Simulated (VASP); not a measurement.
# CdS (I4/mmm) in VASP: single point with r2SCAN

Aim: the single point of CdS with r2SCAN.

All numbers are computed with VASP 6.6.1; they aren't measurements. Logs are shortened: lines on timing, memory, paths and dates and some standing lists are left out, and cuts for length are marked.

**1. The cell of the first run**

Symmetry: I4/mmm, No. 139, tetragonal system. The conventional cell has a = 3.856 Å, b = 3.856 Å, c = 5.284 Å, α = 90.00°, β = 90.00°, γ = 90.00°. Within 3.5 Å of Cd (site symmetry 4/mmm) lie 6 S at 2.64 to 2.73 Å. S (site symmetry 4/mmm) has 6 Cd at 2.64 to 2.73 Å within 3.5 Å.

**2. Single point, r2SCAN (uniaxial z strain -3.1%)**

The input, POSCAR:

```
CdS
1.0
    0.0000000000      2.7267765442      2.6419737937
    2.7267765442      0.0000000000      2.6419737937
    2.7267765442      2.7267765442      0.0000000000
Cd S
1 1
Direct
    0.0000000000      0.0000000000      0.0000000000
    0.5000000000      0.5000000000      0.5000000000
```

The input, INCAR.step1:

```
SYSTEM = CdS
  ALGO = Normal
  EDIFF = 1E-4
  ENCUT = 520
  GGA = PE
  ISMEAR = -1
  LASPH = .TRUE.
  LCHARG = .FALSE.
  LREAL = .FALSE.
  LWAVE = .TRUE.
  NBANDS = 16
  NELM = 80
  PREC = Accurate
  SIGMA = 0.02
```

The input, INCAR.step2:

```
SYSTEM = CdS
  ALGO = Normal
  EDIFF = 1E-6
  ENCUT = 520
  ISIF = 2
  ISMEAR = -1
  ISTART = 1
  LASPH = .TRUE.
  LCHARG = .TRUE.
  LELF = .TRUE.
  LMIXTAU = .TRUE.
  LREAL = .FALSE.
  LVHAR = .TRUE.
  LWAVE = .FALSE.
  METAGGA = R2SCAN
  NBANDS = 16
  NELM = 80
  PREC = Accurate
  SIGMA = 0.02
```

The input, KPOINTS:

```
k-points
0
G
  8 8 8
  0 0 0
```

Potentials or basis: VASP PAW PBE potentials, release 64 (Cd, S).

Run with:

```console
> cat potpaw_PBE.64/Cd/POTCAR potpaw_PBE.64/S/POTCAR > POTCAR
> cp INCAR.step1 INCAR
> mpirun -np 1 vasp_std > vasp.out
> cp INCAR.step2 INCAR
> mpirun -np 1 vasp_std > vasp.out
```

OUTCAR:

```text
SYSTEM = CdS
   EDIFF = 1E-6
   ENCUT = 520
   ISIF = 2
   ISMEAR = -1
   ISTART = 1
   LASPH = .TRUE.
   LREAL = .FALSE.
   METAGGA = R2SCAN
   NELM = 80
   PREC = Accurate

 ion  position               nearest neighbor table
   1  0.000  0.000  0.000-   2 2.64   2 2.64   2 2.73   2 2.73   2 2.73   2 2.73
   2  0.500  0.500  0.500-   1 2.64   1 2.64   1 2.73   1 2.73   1 2.73   1 2.73

  LATTYP: Found a body centered tetragonal cell.
 ALAT       =     3.8562443704
 C/A-ratio  =     1.3702315206

  Lattice vectors:

 A1 = (   0.0000000000,  -2.7267765442,  -2.6419737937)
 A2 = (   0.0000000000,   2.7267765442,  -2.6419737937)
 A3 = (   2.7267765442,   0.0000000000,   2.6419737937)

Analysis of symmetry for initial positions (statically):
=====================================================================
 Subroutine PRICEL returns:
 Original cell was already a primitive cell.

 Routine SETGRP: Setting up the symmetry group for a
 body centered tetragonal supercell.

 Subroutine GETGRP returns: Found 16 space group operations
 (whereof 16 operations were pure point group operations)
 out of a pool of 16 trial point group operations.

The static configuration has the point symmetry D_4h.

Analysis of symmetry for dynamics (positions and initial velocities):
=====================================================================
 Subroutine PRICEL returns:
 Original cell was already a primitive cell.

 Routine SETGRP: Setting up the symmetry group for a
 body centered tetragonal supercell.

 Subroutine GETGRP returns: Found 16 space group operations
 (whereof 16 operations were pure point group operations)
 out of a pool of 16 trial point group operations.

The dynamic configuration has the point symmetry D_4h.

 Subroutine INISYM returns: Found 16 space group operations
 (whereof 16 operations are pure point group operations),
 and found     1 'primitive' translations

----------------------------------------------------------------------------------------

                                     Primitive cell

  volume of cell :      39.2878

  direct lattice vectors                    reciprocal lattice vectors
     0.000000000  2.726776544  2.641973794    -0.183366694  0.183366694  0.189252445
     2.726776544  0.000000000  2.641973794     0.183366694 -0.183366694  0.189252445
     2.726776544  2.726776544  0.000000000     0.183366694  0.183366694 -0.189252445

  length of vectors
     3.796753330  3.796753330  3.856244370     0.321034541  0.321034541  0.321034541

  position of ions in fractional coordinates (direct lattice)
[... 80 lines left out ...]
   LREAL  =      F    real-space projection
   EDIFFG = 0.1E-04   stopping-criterion for IOM
   NSW    =      0    number of steps for IOM
   IBRION =     -1    ionic relax: 0-MD 1-quasi-New 2-CG
   NFREE  =      0    steps in history (QN), initial steepest desc. (CG)
   ISIF   =      2    stress and relaxation
   ISYM   =      2    0-nonsym 1-usesym 2-fastsym
   POTIM  = 0.5000    time-step for ionic-motion
   TEBEG  =    0.0;   TEEND  =   0.0 temperature during run
   PSTRESS=    0.0 pullay stress
   NELECT =      18.0000    total number of electrons
   NUPDOWN=      -1.0000    fix difference up-down
   EMIN   =  10.00;   EMAX   =-10.00  energy-range for DOS
   EFERMI =   0.00;   METHOD = LEGACY
   ISMEAR =    -1;   SIGMA  =   0.02  broadening in eV -4-tet -1-fermi 0-gaus
   EFERMI_NEDOS =   21; number of points for ismear=-14 and -15
   IALGO  =     38    algorithm
   IMIX   =      4    mixing-type and parameters
     AMIX     =   0.40;   BMIX     =  1.00
     AMIX_MAG =   1.60;   BMIX_MAG =  1.00
  volume/ion in A,a.u.               =      19.64       132.56
  Fermi-wavevector in a.u.,A,eV,Ry     =   1.262059  2.384946 21.671277  1.592794
  Thomas-Fermi vector in A             =   2.395487
   LORBIT       =      0    0 simple, 1 ext, 2 COOP (PROOUT), +10 PAW based schemes
   METAGGA = R2SCAN    functional components
   LHFCALC =     F    Hartree Fock is set to
   AEXX    =    0.0000 exact exchange contribution
   IVDW    =     0    specifies the selected vdW correction
   LEPSILON=     F    determine dielectric tensor
   LRPA    =     F    only Hartree local field effects (RPA)
 non-spin polarized calculation
  energy-cutoff  :      520.00
  volume of cell :       39.29
 maximum number of plane-waves:      1074
   NGX = 15   NGY = 15   NGZ = 15

 number of electron      18.0000000 magnetization

 Free energy of the ion-electron system (eV)
  ---------------------------------------------------
  ext. energy  EPLUGINS =         0.00000000
  ---------------------------------------------------
  free energy    TOTEN  =       -29.50069182 eV

  energy without entropy =      -29.50069181  energy(sigma->0) =      -29.50069182

 E-fermi :   3.4488     XC(G=0): -11.1731

 val. band max:        3.1655281502   @ k =   0.5000   0.0000   0.0000
 cond. band min:       3.7028536957   @ k =   0.5000   0.5000   0.0000
 fundamental gap:      0.5373255455
 Fermi energy:         3.4487668522

 k-point     1 :       0.0000    0.0000    0.0000
  band No.  band energies     occupation
      1     -10.5118      2.00000
      2      -4.8702      2.00000
      3      -4.8702      2.00000
      4      -4.8599      2.00000
      5      -4.8546      2.00000
      6      -4.8263      2.00000
[... 433 lines left out ...]
      3      -5.0569      2.00000
      4      -4.9846      2.00000
      5      -4.6912      2.00000
      6      -4.6536      2.00000
[... 8 lines left out ...]
     15      16.4532      0.00000
     16      16.6617      0.00000

 [... further k-points ...]

------------------------ aborting loop because EDIFF is reached ----------------------------------------

  FORCE on cell =-STRESS in cart. coord.  units (eV):
  Direction    XX          YY          ZZ          XY          YZ          ZX
  --------------------------------------------------------------------------------------
  -------------------------------------------------------------------------------------
  Total        0.5859937      0.5859937      1.4256685      0.0000000      0.0000000      0.0000000
  in kB       23.8971398     23.8971398     58.1395317      0.0000000      0.0000000      0.0000000
  external PRESSURE =      35.3112704 kB  Pullay stress =       0.0000000 kB

 VOLUME and BASIS-vectors are now :
 -----------------------------------------------------------------------------
  energy-cutoff  :      520.00
  volume of cell :       39.29
      direct lattice vectors                 reciprocal lattice vectors
     0.000000000  2.726776544  2.641973794    -0.183366694  0.183366694  0.189252445
     2.726776544  0.000000000  2.641973794     0.183366694 -0.183366694  0.189252445
     2.726776544  2.726776544  0.000000000     0.183366694  0.183366694 -0.189252445

 POSITION                                       TOTAL-FORCE (eV/Angst)
 -----------------------------------------------------------------------------------
      0.00000      0.00000      0.00000         0.000000     -0.000000      0.000000
      2.72678      2.72678      2.64197        -0.000000      0.000000      0.000000
 -----------------------------------------------------------------------------------
    total drift:                                0.000000      0.000000      0.000000

  FREE ENERGIE OF THE ION-ELECTRON SYSTEM (eV)
  ---------------------------------------------------
  free  energy   TOTEN  =       -29.5006918189 eV

  energy  without entropy=      -29.5006918120  energy(sigma->0) =      -29.50069182
```

Run time: 3.9 min. Hardware: 1 thread of AMD EPYC 7R13, shared host; peak memory 0.16 GiB.

What came out:

```yaml
Free_energy: -29.5007 eV
Pressure: 3.5 GPa
Band_gap_on_the_k_mesh: 0.54 eV (least direct gap 2.54 eV)
```

Stress tensor (GPa, compression positive):
```
2.39 0.00 0.00
0.00 2.39 0.00
0.00 0.00 5.81
```

Levels at points of the mesh, in eV from the valence-band top:
| k point | band 6 | band 7 | band 8 | band 9 | band 10 | band 11 | band 12 | band 13 |
| --- | --- | --- | --- | --- | --- | --- | --- | --- |
| (0.00, 0.00, 0.00) | -7.99 | -1.06 | -0.87 | -0.87 | 1.67 | 9.60 | 9.60 | 9.76 |
| (0.50, 0.00, 0.00) | -7.78 | -5.17 | -0.18 | 0.00 | 3.93 | 6.18 | 6.53 | 7.82 |
| (0.50, 0.50, 0.00) | -6.86 | -4.68 | -2.50 | -2.50 | 0.54 | 6.16 | 11.11 | 12.32 |
| (0.50, 0.00, 0.50) | -6.94 | -4.67 | -2.55 | -2.24 | 0.71 | 6.35 | 10.82 | 12.11 |

Caveat: the cell differs from its parent crystal (uniaxial z strain -3.1%); the cell stands under pressure; the PAW data sets were made with another functional, which shifts forces and pressure a little.
